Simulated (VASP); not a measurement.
The system is MoSe.

```
CELL_PARAMETERS angstrom
0.00000 2.57485 2.57485
2.57485 0.00000 2.57485
2.57485 2.57485 0.00000
ATOMIC_POSITIONS crystal
Mo 0.00000 0.00000 0.00000
Se 0.50000 0.50000 0.50000
```

Base run:

```yaml
Program: VASP 6.6.1
Functional: PBEsol
Potentials_or_basis: VASP PAW PBE potentials, release 64 (Mo_sv, Se)
Cutoff: 520 eV
k_mesh: 14 × 14 × 14
Occupations: gaussian, width 0.1 eV
Spin: collinear spin
Starting_moments: "[3.5, 0.0] μB"
```

Its results: band gap on the k mesh zero (filled and empty bands overlap); pressure 0.4 GPa; net moment 0.00 μB per cell.

Problem. The run is repeated on the same cell with these changes: functional from PBEsol to r2SCAN. What comes out?

Solution. Band gap on the k mesh zero (filled and empty bands overlap); pressure 5.3 GPa; net moment 0.00 μB per cell.

Caveats: the PAW data sets were made with another functional, which shifts forces and pressure a little; the cell stands under pressure (at least some runs).
